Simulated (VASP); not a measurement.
# BN (R3m) in VASP: settings compared, part 3 of 4

VASP 6.6.1. The steps go on from the part before.

### Step 4. Single point, LDA (volume scaled by 1.02)

Contents of INCAR:

```
SYSTEM = BN
  PREC = Accurate
  ENCUT = 520
  EDIFF = 1E-7
  ISMEAR = -1
  SIGMA = 0.05
  LREAL = .False.
  LASPH = .True.
  NELM = 100
  ALGO = Normal
  ISIF = 2
  LWAVE = .False.
  LCHARG = .False.
  GGA = CA
  NBANDS = 11
```

Contents of KPOINTS:

```
regular mesh
0
Gamma
  12 12 12
  0 0 0
```

Contents of POSCAR:

```
BN
1.0
    1.2594075994      0.7271193165      3.3952723682
   -1.2594075994      0.7271193165      3.3952723682
    0.0000000000     -1.4542386330      3.3952723682
N B
1 1
Direct
    0.6672382000      0.6672382000      0.6672382000
    0.0003288000      0.0003288000      0.0003288000
```

Potentials or basis: VASP PAW LDA potentials, release 64 (N, B).

The run is started by

```
cat potpaw_LDA.64/N/POTCAR potpaw_LDA.64/B/POTCAR > POTCAR
mpirun -np 1 vasp_std > vasp.out
```

OUTCAR:

```text
SYSTEM = BN
   PREC = Accurate
   ENCUT = 520
   EDIFF = 1E-7
   ISMEAR = -1
   LREAL = .False.
   LASPH = .True.
   NELM = 100
   ISIF = 2
   GGA = CA

 ion  position               nearest neighbor table
   1  0.667  0.667  0.667-   2 1.45   2 1.45   2 1.45
   2  0.000  0.000  0.000-   1 1.45   1 1.45   1 1.45

  LATTYP: Found a trigonal (rhomboedric) cell.
 ALAT       =     3.6936004733
 COS(alpha) =     0.7674786797

  Lattice vectors:

 A1 = (   1.2594075994,   0.7271193165,   3.3952723682)
 A2 = (  -1.2594075994,   0.7271193165,   3.3952723682)
 A3 = (   0.0000000000,  -1.4542386330,   3.3952723682)

Analysis of symmetry for initial positions (statically):
=====================================================================
 Subroutine PRICEL returns:
 Original cell was already a primitive cell.

 Routine SETGRP: Setting up the symmetry group for a
 trigonal (rhombohedral) supercell.

 Subroutine GETGRP returns: Found  6 space group operations
 (whereof  6 operations were pure point group operations)
 out of a pool of 12 trial point group operations.

The static configuration has the point symmetry C_3v.

Analysis of symmetry for dynamics (positions and initial velocities):
=====================================================================
 Subroutine PRICEL returns:
 Original cell was already a primitive cell.

 Routine SETGRP: Setting up the symmetry group for a
 trigonal (rhombohedral) supercell.

 Subroutine GETGRP returns: Found  6 space group operations
 (whereof  6 operations were pure point group operations)
 out of a pool of 12 trial point group operations.

The dynamic configuration has the point symmetry C_3v.

 Subroutine INISYM returns: Found  6 space group operations
 (whereof  6 operations are pure point group operations),
 and found     1 'primitive' translations

----------------------------------------------------------------------------------------

                                     Primitive cell

  volume of cell :      18.6551

  direct lattice vectors                    reciprocal lattice vectors
     1.259407599  0.727119316  3.395272368     0.397012056  0.229215017  0.098175727
    -1.259407599  0.727119316  3.395272368    -0.397012056  0.229215017  0.098175727
     0.000000000 -1.454238633  3.395272368     0.000000000 -0.458430034  0.098175727

  length of vectors
     3.693600473  3.693600473  3.693600473     0.468824669  0.468824669  0.468824669

  position of ions in fractional coordinates (direct lattice)
     0.667238200  0.667238200  0.667238200
     0.000328800  0.000328800  0.000328800

  ion indices of the primitive-cell ions
   primitive index   ion index
                 1           1
                 2           2

----------------------------------------------------------------------------------------

 KPOINTS: regular mesh

Automatic generation of k-mesh.
 Grid dimensions read from file:
 generate k-points for:   12   12   12

 Generating k-lattice:

  Cartesian coordinates                     Fractional coordinates (reciprocal lattice)
     0.033084338  0.019101251  0.008181311     0.083333333  0.000000000 -0.000000000
    -0.033084338  0.019101251  0.008181311     0.000000000  0.083333333 -0.000000000
     0.000000000 -0.038202503  0.008181311    -0.000000000 -0.000000000  0.083333333

  Length of vectors
     0.039068722  0.039068722  0.039068722

  Shift w.r.t. Gamma in fractional coordinates (k-lattice)
     0.000000000  0.000000000  0.000000000

 Subroutine IBZKPT returns following result:
 ===========================================

 Found    189 irreducible k-points:

 Following reciprocal coordinates:
            Coordinates               Weight
  0.000000  0.000000  0.000000      1.000000
  0.083333  0.000000  0.000000      6.000000
  0.166667  0.000000  0.000000      6.000000
  0.250000  0.000000  0.000000      6.000000
  0.333333  0.000000  0.000000      6.000000
  0.416667  0.000000  0.000000      6.000000
[... 16 lines left out ...]
  0.500000  0.166667  0.000000     12.000000
 -0.416667  0.166667  0.000000     12.000000
 [... further k-points ...]
   k-points           NKPTS =    189   k-points in BZ     NKDIM =    189   number of bands    NBANDS=     11
   number of dos      NEDOS =    301   number of ions     NIONS =      2
   total plane-waves  NPLWV =  21952
   dimension x,y,z NGX =    28 NGY =   28 NGZ =   28
   dimension x,y,z NGXF=    56 NGYF=   56 NGZF=   56
   ions per type =               1   1
   NGX,Y,Z   is equivalent  to a cutoff of  12.60, 12.60, 12.60 a.u.
   NGXF,Y,Z  is equivalent  to a cutoff of  25.21, 25.21, 25.21 a.u.
 SYSTEM =  BN
   PREC   = accura    normal or accurate (medium, high low for compatibility)
   ISTART =      0    job   : 0-new  1-cont  2-samecut
   ICHARG =      2    charge: 1-file 2-atom 10-const
   ISPIN  =      1    spin polarized calculation?
   LNONCOLLINEAR =      F non collinear calculations
   LSORBIT =      F    spin-orbit coupling
   LASPH  =      T    aspherical Exc in radial PAW
   ENCUT  =  520.0 eV  38.22 Ry    6.18 a.u.   6.87  6.87  6.87*2*pi/ulx,y,z
   NELM   =    100;   NELMIN=  2; NELMDL= -5     # of ELM steps
   EDIFF  = 0.1E-06   stopping-criterion for ELM
   LREAL  =      F    real-space projection
   EDIFFG = 0.1E-05   stopping-criterion for IOM
   NSW    =      0    number of steps for IOM
   IBRION =     -1    ionic relax: 0-MD 1-quasi-New 2-CG
   NFREE  =      0    steps in history (QN), initial steepest desc. (CG)
   ISIF   =      2    stress and relaxation
   ISYM   =      2    0-nonsym 1-usesym 2-fastsym
   POTIM  = 0.5000    time-step for ionic-motion
   TEBEG  =    0.0;   TEEND  =   0.0 temperature during run
   PSTRESS=    0.0 pullay stress
   NELECT =       8.0000    total number of electrons
   NUPDOWN=      -1.0000    fix difference up-down
   EMIN   =  10.00;   EMAX   =-10.00  energy-range for DOS
   EFERMI =   0.00;   METHOD = LEGACY
   ISMEAR =    -1;   SIGMA  =   0.05  broadening in eV -4-tet -1-fermi 0-gaus
   EFERMI_NEDOS =   21; number of points for ismear=-14 and -15
   IALGO  =     38    algorithm
   IMIX   =      4    mixing-type and parameters
     AMIX     =   0.40;   BMIX     =  1.00
     AMIX_MAG =   1.60;   BMIX_MAG =  1.00
  volume/ion in A,a.u.               =       9.33        62.95
  Fermi-wavevector in a.u.,A,eV,Ry     =   1.234541  2.332944 20.736526  1.524092
  Thomas-Fermi vector in A             =   2.369227
   LORBIT       =      0    0 simple, 1 ext, 2 COOP (PROOUT), +10 PAW based schemes
   GGA     = CA    functional components
   LHFCALC =     F    Hartree Fock is set to
   AEXX    =    0.0000 exact exchange contribution
   IVDW    =     0    specifies the selected vdW correction
   LEPSILON=     F    determine dielectric tensor
   LRPA    =     F    only Hartree local field effects (RPA)
 non-spin polarized calculation
  energy-cutoff  :      520.00
  volume of cell :       18.66
 maximum number of plane-waves:       517
   NGX = 13   NGY = 13   NGZ = 13

 number of electron       8.0000000 magnetization

 Free energy of the ion-electron system (eV)
  ---------------------------------------------------
  ext. energy  EPLUGINS =         0.00000000
  ---------------------------------------------------
  free energy    TOTEN  =       -19.27279153 eV

  energy without entropy =      -19.27279153  energy(sigma->0) =      -19.27279153

 E-fermi :   2.9354     XC(G=0): -10.3496

 val. band max:        1.8652762170   @ k =  -0.3333   0.3333   0.0000
 cond. band min:       5.9337537487   @ k =   0.5000   0.5000   0.0000
 fundamental gap:      4.0684775317
 Fermi energy:         2.9353823190

 k-point     1 :       0.0000    0.0000    0.0000
  band No.  band energies     occupation
      1     -15.5784      2.00000
      2      -2.2667      2.00000
      3       0.5445      2.00000
      4       0.5445      2.00000
      5       6.6732      0.00000
      6      13.2635      0.00000
      7      13.2635      0.00000
      8      14.6000      0.00000
      9      16.3001      0.00000
     10      27.1676      0.00000
     11      28.9600      0.00000
[... 309 lines left out ...]
 k-point    24 :      -0.4167    0.1667    0.0000
  band No.  band energies     occupation
      1     -12.1648      2.00000
      2      -6.6285      2.00000
      3      -3.4984      2.00000
      4       1.5476      2.00000
      5       6.8474      0.00000
      6      13.0511      0.00000
      7      14.9706      0.00000
      8      15.8363      0.00000
      9      19.1433      0.00000
     10      22.2590      0.00000
     11      24.3694      0.00000

 [... further k-points ...]
[... 5 lines left out ...]
  --------------------------------------------------------------------------------------
  -------------------------------------------------------------------------------------
  Total       -1.3781965     -1.3781965     -0.1403799      0.0000000      0.0000000     -0.0000000
  in kB     -118.3651537   -118.3651537    -12.0563999      0.0000000      0.0000000     -0.0000000
  external PRESSURE =     -82.9289025 kB  Pullay stress =       0.0000000 kB

 VOLUME and BASIS-vectors are now :
 -----------------------------------------------------------------------------
  energy-cutoff  :      520.00
  volume of cell :       18.66
      direct lattice vectors                 reciprocal lattice vectors
     1.259407599  0.727119316  3.395272368     0.397012056  0.229215017  0.098175727
    -1.259407599  0.727119316  3.395272368    -0.397012056  0.229215017  0.098175727
     0.000000000 -1.454238633  3.395272368     0.000000000 -0.458430034  0.098175727

 POSITION                                       TOTAL-FORCE (eV/Angst)
 -----------------------------------------------------------------------------------
      0.00000      0.00000      6.79637         0.000000      0.000000     -0.003613
      0.00000      0.00000      0.00335         0.000000      0.000000      0.003613
 -----------------------------------------------------------------------------------
    total drift:                               -0.000000     -0.000000     -0.000013

  FREE ENERGIE OF THE ION-ELECTRON SYSTEM (eV)
  ---------------------------------------------------
  free  energy   TOTEN  =       -19.2727915326 eV

  energy  without entropy=      -19.2727915326  energy(sigma->0) =      -19.27279153
```

OSZICAR:

```text
N       E                     dE             d eps       ncg     rms          rms(c)
DAV:   1     0.108846246853E+02    0.10885E+02   -0.45905E+03  4214   0.678E+02
DAV:   2    -0.204857749216E+02   -0.31370E+02   -0.30141E+02  4990   0.147E+02
DAV:   3    -0.211968745288E+02   -0.71110E+00   -0.70997E+00  5119   0.201E+01
DAV:   4    -0.211987317234E+02   -0.18572E-02   -0.18572E-02  4564   0.124E+00
DAV:   5    -0.211987405163E+02   -0.87929E-05   -0.87929E-05  5206   0.712E-02    0.769E+00
DAV:   6    -0.195107507915E+02    0.16880E+01   -0.58135E+00  4392   0.130E+01    0.341E+00
DAV:   7    -0.193306198741E+02    0.18013E+00   -0.17677E-01  4989   0.303E+00    0.205E+00
DAV:   8    -0.192732282516E+02    0.57392E-01   -0.14044E-01  4938   0.221E+00    0.225E-01
DAV:   9    -0.192727999941E+02    0.42826E-03   -0.24434E-03  4584   0.399E-01    0.129E-01
DAV:  10    -0.192727893636E+02    0.10630E-04   -0.18797E-04  4825   0.118E-01    0.198E-02
DAV:  11    -0.192727917722E+02   -0.24086E-05   -0.11301E-05  4947   0.217E-02    0.143E-02
DAV:  12    -0.192727915256E+02    0.24660E-06   -0.25470E-06  4626   0.993E-03    0.490E-04
DAV:  13    -0.192727915326E+02   -0.70273E-08   -0.58335E-08  2984   0.211E-03
   1 F= -.19272792E+02 E0= -.19272792E+02  d E =-.227990E-10
```

It took 29 s on 1 thread of Intel Xeon Platinum 8488C (Sapphire Rapids), shared host; peak memory 0.15 GiB.

What came out:

| Quantity | Value |
| --- | --- |
| Free energy | -19.2728 eV |
| Pressure | -8.3 GPa |
| Largest force | 0.004 eV/Å |
| Band gap on the k mesh | 4.07 eV, indirect (least direct gap 4.51 eV) |

Forces in eV/Å, atoms in the order of the input:
```
N    0.000  0.000 -0.004
B    0.000  0.000  0.004
```

Stress tensor (GPa, compression positive):
```
-11.84   0.00   0.00
  0.00 -11.84   0.00
  0.00   0.00  -1.21
```

Levels at points of the mesh, in eV from the valence-band top:
```csv
k point,band 1,band 2,band 3,band 4,band 5,band 6,band 7,band 8,band 9
"(0.00, 0.00, 0.00)",-17.44,-4.13,-1.32,-1.32,4.81,11.40,11.40,12.73,14.43
"(0.50, 0.00, 0.00)",-14.28,-8.81,-4.06,-0.59,5.08,9.69,12.57,14.53,19.43
"(0.50, 0.50, 0.00)",-14.21,-8.69,-4.11,-1.17,4.07,9.69,13.73,16.98,19.75
"(0.50, 0.50, 0.50)",-17.18,-6.12,-1.34,-1.34,9.69,11.33,11.33,11.98,15.77
```

[end of part 3 of 4]
